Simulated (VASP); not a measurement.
Write the native input for VASP 6.6.1 that does the following.

```
Task                   : single point
Functional             : PBE
Potentials or basis    : VASP PAW PBE potentials, release 64 (Ga_d, B)
Cutoff                 : 520 eV
k mesh                 : 10 × 10 × 8
Occupations            : fermi-dirac, width 0.05 eV
Spin                   : no spin polarisation
Dipole correction      : no
Further INCAR settings : ALGO = Normal; EDIFF = 1e-07; NBANDS = 15
```

The structure of GaB lies in POSCAR:

```
GaB
1.0
    2.7362421140      0.0000000000      0.0000000000
    0.0000000000      2.7362421140      0.0000000000
    0.0000000000      0.0000000000      3.2576424789
Ga B
1 1
Direct
    0.5000000000      0.5000000000      0.5000000000
    0.0000000000      0.0000000000      0.0000000000
```

These files were run (other wordings do the same):

INCAR

```
SYSTEM = GaB
  ALGO = Normal
  EDIFF = 1E-7
  ENCUT = 520
  GGA = PE
  ISIF = 2
  ISMEAR = -1
  LASPH = .True.
  LCHARG = .False.
  LREAL = .False.
  LWAVE = .False.
  NBANDS = 15
  NELM = 100
  PREC = Accurate
  SIGMA = 0.05
```

KPOINTS

```
k-points
0
Gamma
  10 10 8
  0 0 0
```

Potentials or basis: VASP PAW PBE potentials, release 64 (Ga_d, B).

The run is started by

```console
$ cat potpaw_PBE.64/Ga_d/POTCAR potpaw_PBE.64/B/POTCAR > POTCAR
$ mpirun -np 1 vasp_std > vasp.out
```

It gave:

The pressure is -1.8 GPa and the band gap on the k mesh is zero (band 8 reaches 10.95 eV, above the bottom of band 9 at 2.46 eV).

It took 27 s on 1 thread of Intel(R) Xeon(R) Platinum 8488C (Sapphire Rapids), on a shared host, peak memory 0.15 GiB.
